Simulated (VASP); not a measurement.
# TaN (Fm-3m) in VASP: notebook

Runs on TaN. Level: PBE. Tasks: single point, relaxation of cell and atoms.

All numbers are computed with VASP 6.6.1; they aren't measurements. Logs are shortened: lines on timing, memory, paths and dates and some standing lists are left out, and cuts for length are marked.

## (1) The cell of the first run

The structure is cubic, space group Fm-3m (No. 225). Conventional cell: a = 4.417 Å, b = 4.417 Å, c = 4.417 Å, α = 90.00°, β = 90.00°, γ = 90.00°. Ta (site symmetry m-3m) has 6 N at 2.21 Å within 2.9 Å. Within 2.9 Å of N (site symmetry m-3m) lie 6 Ta at 2.21 Å.

## (2) Single point, PBE

The input, INCAR:

```
SYSTEM = TaN
PREC = Accurate
ENCUT = 520
EDIFF = 1E-6
ISMEAR = 0
SIGMA = 0.1
LREAL = .False.
LASPH = .True.
NELM = 80
ALGO = Normal
ISIF = 2
LWAVE = .False.
LCHARG = .False.
GGA = PE
NBANDS = 15
```

The input, KPOINTS:

```
Automatic mesh
0
Gamma
  16 16 16
  0 0 0
```

The input, POSCAR:

```
TaN
1.0
    0.0000000000      2.2086273324      2.2086273324
    2.2086273324      0.0000000000      2.2086273324
    2.2086273324      2.2086273324      0.0000000000
Ta N
1 1
Direct
    0.0000000000      0.0000000000      0.0000000000
    0.5000000000      0.5000000000      0.5000000000
```

Potentials or basis: VASP PAW PBE potentials, release 64 (Ta_pv, N).

Launch:

```
$ cat potpaw_PBE.64/Ta_pv/POTCAR potpaw_PBE.64/N/POTCAR > POTCAR
$ mpirun -np 1 vasp_std > vasp.out
```

OUTCAR:

```text
SYSTEM = TaN
   PREC = Accurate
   ENCUT = 520
   EDIFF = 1E-6
   ISMEAR = 0
   LREAL = .False.
   LASPH = .True.
   NELM = 80
   ISIF = 2
   GGA = PE

 ion  position               nearest neighbor table
   1  0.000  0.000  0.000-   2 2.21   2 2.21   2 2.21   2 2.21   2 2.21   2 2.21
   2  0.500  0.500  0.500-   1 2.21   1 2.21   1 2.21   1 2.21   1 2.21   1 2.21

  LATTYP: Found a face centered cubic cell.
 ALAT       =     4.4172546648

  Lattice vectors:

 A1 = (   0.0000000000,   2.2086273324,   2.2086273324)
 A2 = (   2.2086273324,   0.0000000000,   2.2086273324)
 A3 = (   2.2086273324,   2.2086273324,   0.0000000000)

Analysis of symmetry for initial positions (statically):
=====================================================================
 Subroutine PRICEL returns:
 Original cell was already a primitive cell.

 Routine SETGRP: Setting up the symmetry group for a
 face centered cubic supercell.

 Subroutine GETGRP returns: Found 48 space group operations
 (whereof 48 operations were pure point group operations)
 out of a pool of 48 trial point group operations.

The static configuration has the point symmetry O_h .

Analysis of symmetry for dynamics (positions and initial velocities):
=====================================================================
 Subroutine PRICEL returns:
 Original cell was already a primitive cell.

 Routine SETGRP: Setting up the symmetry group for a
 face centered cubic supercell.

 Subroutine GETGRP returns: Found 48 space group operations
 (whereof 48 operations were pure point group operations)
 out of a pool of 48 trial point group operations.

The dynamic configuration has the point symmetry O_h .

 Subroutine INISYM returns: Found 48 space group operations
 (whereof 48 operations are pure point group operations),
 and found     1 'primitive' translations

----------------------------------------------------------------------------------------

                                     Primitive cell

  volume of cell :      21.5475

  direct lattice vectors                    reciprocal lattice vectors
     0.000000000  2.208627332  2.208627332    -0.226384955  0.226384955  0.226384955
     2.208627332  0.000000000  2.208627332     0.226384955 -0.226384955  0.226384955
     2.208627332  2.208627332  0.000000000     0.226384955  0.226384955 -0.226384955

  length of vectors
     3.123470728  3.123470728  3.123470728     0.392110245  0.392110245  0.392110245

  position of ions in fractional coordinates (direct lattice)
     0.000000000  0.000000000  0.000000000
     0.500000000  0.500000000  0.500000000

  ion indices of the primitive-cell ions
   primitive index   ion index
                 1           1
                 2           2

----------------------------------------------------------------------------------------
[... 87 lines left out ...]
   IALGO  =     38    algorithm
   IMIX   =      4    mixing-type and parameters
     AMIX     =   0.40;   BMIX     =  1.00
     AMIX_MAG =   1.60;   BMIX_MAG =  1.00
  volume/ion in A,a.u.               =      10.77        72.70
  Fermi-wavevector in a.u.,A,eV,Ry     =   1.482458  2.801439 29.901273  2.197682
  Thomas-Fermi vector in A             =   2.596241
   LORBIT       =      0    0 simple, 1 ext, 2 COOP (PROOUT), +10 PAW based schemes
   GGA     = PE    functional components
   LHFCALC =     F    Hartree Fock is set to
   AEXX    =    0.0000 exact exchange contribution
   IVDW    =     0    specifies the selected vdW correction
   LEPSILON=     F    determine dielectric tensor
   LRPA    =     F    only Hartree local field effects (RPA)
 non-spin polarized calculation
 Gauss-broadening in eV      SIGMA  =   0.10
  energy-cutoff  :      520.00
  volume of cell :       21.55
 maximum number of plane-waves:       604
   NGX = 11   NGY = 11   NGZ = 11

 number of electron      16.0000003 magnetization

 Free energy of the ion-electron system (eV)
  ---------------------------------------------------
  ext. energy  EPLUGINS =         0.00000000
  ---------------------------------------------------
  free energy    TOTEN  =       -21.82639082 eV

  energy without entropy =      -21.82060554  energy(sigma->0) =      -21.82349818

 E-fermi :   9.3885     XC(G=0): -13.3643

 val. band max:        9.3796101406   @ k =  -0.2500   0.3750   0.1250
 cond. band min:       9.3936478042   @ k =  -0.3125   0.3125   0.1250
 fundamental gap:      0.0140376636
 Fermi energy:         9.3885140179

 k-point     1 :       0.0000    0.0000    0.0000
  band No.  band energies     occupation
      1     -26.4067      2.00000
      2     -26.4067      2.00000
      3     -26.4067      2.00000
      4      -9.3579      2.00000
      5       5.6072      2.00000
      6       5.6072      2.00000
      7       5.6072      2.00000
      8       7.3269      2.00000
      9       7.3269      2.00000
     10       7.3269      2.00000
     11       9.4575      0.32935
     12       9.4575      0.32935
     13      10.8015      0.00000
     14      18.7967      0.00000
[... 401 lines left out ...]
      2     -26.4277      2.00000
      3     -26.4089      2.00000
      4      -9.1165      2.00000
      5       4.4104      2.00000
      6       4.7376      2.00000
      7       5.0740      2.00000
      8       7.4987      2.00000
      9       7.7087      2.00000
     10       8.0145      2.00000
     11       9.8569      0.00000
     12      10.7115      0.00000
     13      11.6231      0.00000
     14      19.5461      0.00000
     15      21.7291      0.00000

 [... further k-points ...]

------------------------ aborting loop because EDIFF is reached ----------------------------------------

  FORCE on cell =-STRESS in cart. coord.  units (eV):
  Direction    XX          YY          ZZ          XY          YZ          ZX
  --------------------------------------------------------------------------------------
  -------------------------------------------------------------------------------------
  Total        0.1056265      0.1056265      0.1056265     -0.0000000      0.0000000     -0.0000000
  in kB        7.8539139      7.8539139      7.8539139     -0.0000000      0.0000000     -0.0000000
  external PRESSURE =       7.8539139 kB  Pullay stress =       0.0000000 kB

 VOLUME and BASIS-vectors are now :
 -----------------------------------------------------------------------------
  energy-cutoff  :      520.00
  volume of cell :       21.55
      direct lattice vectors                 reciprocal lattice vectors
     0.000000000  2.208627332  2.208627332    -0.226384955  0.226384955  0.226384955
     2.208627332  0.000000000  2.208627332     0.226384955 -0.226384955  0.226384955
     2.208627332  2.208627332  0.000000000     0.226384955  0.226384955 -0.226384955

 POSITION                                       TOTAL-FORCE (eV/Angst)
 -----------------------------------------------------------------------------------
      0.00000      0.00000      0.00000         0.000000     -0.000000      0.000000
      2.20863      2.20863      2.20863         0.000000      0.000000      0.000000
 -----------------------------------------------------------------------------------
    total drift:                                0.000000     -0.000000     -0.000000

  FREE ENERGIE OF THE ION-ELECTRON SYSTEM (eV)
  ---------------------------------------------------
  free  energy   TOTEN  =       -21.8263908242 eV

  energy  without entropy=      -21.8206055434  energy(sigma->0) =      -21.82349818
```

stdout:

```text
POSCAR found type information on POSCAR TaN
 POSCAR found :  2 types and       2 ions
 scaLAPACK will be used
 LDA part: xc-table for (Slater+PW92), standard interpolation
 POSCAR, INCAR and KPOINTS ok, starting setup
 FFT: planning ... GRIDC
 FFT: planning ... GRID_SOFT
 FFT: planning ... GRID
 WAVECAR not read
 entering main loop
```

It took 25 s on 1 thread of AMD EPYC 9R45 (Zen 5), shared host; peak memory 0.14 GiB.

Results:

| Item | Value |
| --- | --- |
| Free energy | -21.8264 eV |
| Pressure | 0.8 GPa |
| Band gap on the k mesh | zero (band 8 reaches 11.26 eV, above the bottom of band 9 at 7.33 eV) |

Caveat: spin-orbit coupling is left out, which moves the levels of the heavy elements.

## (3) Relaxation of cell and atoms, PBE

This run uses another cell than the first one, of 10.65 Å³/atom, 0.988 times its volume.

The input, INCAR:

```
  PREC = Accurate
  ENCUT = 600
  EDIFF = 1E-6
  ISMEAR = 0
  SIGMA = 0.1
  LREAL = F
  LASPH = T
  NELM = 80
  ALGO = Normal
  ISIF = 3
  LWAVE = F
  LCHARG = F
  GGA = PE
  IBRION = 2
  NSW = 80
  EDIFFG = -0.005
```

The input, KPOINTS:

```
regular mesh
0
Gamma
  16 16 16
```

The input, POSCAR:

```
TaN
1.0
    0.0000000000      2.2000000000      2.2000000000
    2.2000000000      0.0000000000      2.2000000000
    2.2000000000      2.2000000000      0.0000000000
Ta N
1 1
Direct
    0.0000000000      0.0000000000      0.0000000000
    0.5000000000      0.5000000000      0.5000000000
```

Potentials or basis: VASP PAW PBE potentials, release 64 (Ta_pv, N).

Launch:

```
$ cat potpaw_PBE.64/Ta_pv/POTCAR potpaw_PBE.64/N/POTCAR > POTCAR
$ mpirun -np 1 vasp_std > vasp.out
```

OUTCAR:

```text
PREC = Accurate
   ENCUT = 600
   EDIFF = 1E-6
   ISMEAR = 0
   LREAL = F
   LASPH = T
   NELM = 80
   ISIF = 3
   GGA = PE
   IBRION = 2
   NSW = 80
   EDIFFG = -0.005

 ion  position               nearest neighbor table
   1  0.000  0.000  0.000-   2 2.20   2 2.20   2 2.20   2 2.20   2 2.20   2 2.20
   2  0.500  0.500  0.500-   1 2.20   1 2.20   1 2.20   1 2.20   1 2.20   1 2.20

  LATTYP: Found a face centered cubic cell.
 ALAT       =     4.4000000000

  Lattice vectors:

 A1 = (   0.0000000000,   2.2000000000,   2.2000000000)
 A2 = (   2.2000000000,   0.0000000000,   2.2000000000)
 A3 = (   2.2000000000,   2.2000000000,   0.0000000000)

Analysis of symmetry for initial positions (statically):
=====================================================================
 Subroutine PRICEL returns:
 Original cell was already a primitive cell.

[... 258 lines left out ...]
 Fermi energy:         9.3641695235

 k-point     1 :       0.0000    0.0000    0.0000
  band No.  band energies     occupation
      1     -26.4346      2.00000
      2     -26.4346      2.00000
      3     -26.4346      2.00000
      4      -9.3654      2.00000
      5       5.5889      2.00000
      6       5.5889      2.00000
      7       5.5889      2.00000
      8       7.3085      2.00000
      9       7.3085      2.00000
     10       7.3085      2.00000
     11       9.4326      0.33302
     12       9.4326      0.33301
[... 331 lines left out ...]
 k-point    24 :      -0.0625    0.0625    0.0000
  band No.  band energies     occupation
      1     -26.5132      2.00000
      2     -26.4555      2.00000
      3     -26.4368      2.00000
      4      -9.1249      2.00000
      5       4.3939      2.00000
      6       4.7219      2.00000
      7       5.0573      2.00000
      8       7.4799      2.00000
      9       7.6890      2.00000
     10       7.9938      2.00000
     11       9.8295      0.00000
     12      10.6831      0.00000

 [... further k-points ...]
[... 5 lines left out ...]
  --------------------------------------------------------------------------------------
  -------------------------------------------------------------------------------------
  Total       -0.0021753     -0.0021753     -0.0021753      0.0000000     -0.0000000      0.0000000
  in kB       -0.1613982     -0.1613982     -0.1613982      0.0000000     -0.0000000      0.0000000
  external PRESSURE =      -0.1613982 kB  Pullay stress =       0.0000000 kB
[... 17 lines left out ...]
  FREE ENERGIE OF THE ION-ELECTRON SYSTEM (eV)
  ---------------------------------------------------
  free  energy   TOTEN  =       -21.8283626813 eV

  energy  without entropy=      -21.8225642262  energy(sigma->0) =      -21.82546345

 reached required accuracy - stopping structural energy minimisation
```

OSZICAR:

```text
N       E                     dE             d eps       ncg     rms          rms(c)
DAV:   1     0.109159342977E+03    0.10916E+03   -0.98613E+03  3480   0.155E+03
DAV:   2    -0.201806876532E+02   -0.12934E+03   -0.12360E+03  4156   0.376E+02
[... 22 lines left out ...]
DAV:   1    -0.218941511413E+02   -0.86726E-01   -0.22472E+00  3496   0.193E+01    0.280E+00
DAV:   2    -0.218420577207E+02    0.52093E-01   -0.70466E-02  3720   0.307E+00    0.113E+00
DAV:   3    -0.218281799023E+02    0.13878E-01   -0.42282E-02  3976   0.236E+00    0.219E-01
DAV:   4    -0.218283025476E+02   -0.12265E-03   -0.41747E-04  4204   0.246E-01    0.113E-01
DAV:   5    -0.218283606081E+02   -0.58060E-04   -0.10557E-04  4420   0.108E-01    0.184E-02
DAV:   6    -0.218283633417E+02   -0.27336E-05   -0.32629E-06  3948   0.209E-02    0.687E-03
DAV:   7    -0.218283626813E+02    0.66042E-06   -0.36709E-07  1816   0.609E-03
   3 F= -.21828363E+02 E0= -.21825463E+02  d E =-.428127E-02
```

It took 77 s on 1 thread of AMD EPYC 9R45 (Zen 5), shared host; peak memory 0.17 GiB.

Results:

| Property | Result |
| --- | --- |
| Free energy | -21.8284 eV |
| Relaxed volume | 10.80 Å³/atom |
| Relaxed cell | a = 3.126 Å, b = 3.126 Å, c = 3.126 Å, α = 60.00°, β = 60.00°, γ = 60.00° |
| Space group after relaxing (to 0.05 Å) | Fm-3m (No. 225) |
| Energy gained by relaxing | 2.1 meV/atom |
| Ionic steps | 3 |
| Pressure after relaxing | 0.0 GPa |
| Band gap on the k mesh | zero (band 8 reaches 11.23 eV, above the bottom of band 9 at 7.31 eV) |

The path:
```
step  energy change (eV)  largest force (eV/Å)  pressure (GPa)  volume (Å³)
   1              0.0000                0.0000            4.70        21.30
   2              0.0167                0.0000           -9.53        22.27
   3             -0.0043                0.0000           -0.02        21.59
```

Final structure:
```yaml
crystal:
  lattice:
    - [0.00000, 2.21022, 2.21022]
    - [2.21022, 0.00000, 2.21022]
    - [2.21022, 2.21022, 0.00000]
  atoms:
    - { symbol: Ta, position: [0.00000, 0.00000, 0.00000] }
    - { symbol: N, position: [0.50000, 0.50000, 0.50000] }
```

Levels at points of the mesh, in eV from the Fermi level:
| k point | band 6 | band 7 | band 8 | band 9 | band 10 | band 11 |
| --- | --- | --- | --- | --- | --- | --- |
| (0.00, 0.00, 0.00) | -3.78 | -3.78 | -2.06 | -2.06 | -2.06 | 0.07 |
| (0.50, 0.00, 0.00) | -7.46 | -7.46 | 1.86 | 1.86 | 1.95 | 3.78 |
| (0.50, 0.50, 0.00) | -5.35 | -4.60 | -4.60 | 2.08 | 3.47 | 3.47 |

Caveat: spin-orbit coupling is left out, which moves the levels of the heavy elements.
